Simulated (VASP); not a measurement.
Runs of VASP 6.6.1 on YbB2. The structure is hexagonal, space group P6/mmm (No. 191). Conventional cell: a = 3.250 Å, b = 3.250 Å, c = 3.732 Å, α = 90.00°, β = 90.00°, γ = 120.00°. Yb (site symmetry 6/mmm) has 12 B at 2.65 Å and 6 Yb at 3.25 Å within 3.5 Å. Within 2.5 Å of B (site symmetry -6m2) lie 3 B at 1.88 Å. 

```tsv
spin	fixed moment (μB)	k mesh	pressure (GPa)	moment (μB)
collinear, zero start	0.0	8 × 8 × 6	2.9	0.00
collinear, ferromagnetic start	1.5	8 × 8 × 6	1.6	1.50
collinear, ferromagnetic start	-	9 × 9 × 7	2.3	(a)
collinear, ferromagnetic start	0.8	8 × 8 × 6	(c)	0.80
collinear, ferromagnetic start	0.2	8 × 8 × 6	3.4	0.20
collinear, ferromagnetic start	1.0	8 × 8 × 6	2.2	1.00
collinear, ferromagnetic start	1.2	8 × 8 × 6	2.2	1.20
collinear, ferromagnetic start	2.0	8 × 8 × 6	135.8	2.00
collinear, ferromagnetic start	0.5	8 × 8 × 6	(b)	0.50
```

Alike in all rows: task single point; level PBE; potentials or basis VASP PAW PBE potentials, release 64 (Yb, B); cell as given; cutoff (eV) 520; smearing fermi-dirac 0.05 eV.

Problem. Fill in the values left out.

Solution. (a) 0.03; (b) 3.6; (c) 2.4.

Caveats: the total moment is fixed, so each spin has its own Fermi level and the state may be an excited one (at least some runs); the stress differs along the axes, from -1 to 8 GPa (at least some runs); the stress differs along the axes, from -0 to 8 GPa (at least some runs); the stress differs along the axes, from 1 to 9 GPa (at least some runs); the stress differs along the axes, from 0 to 9 GPa (at least some runs); the total moment is fixed, so each spin has its own Fermi level (at least some runs).
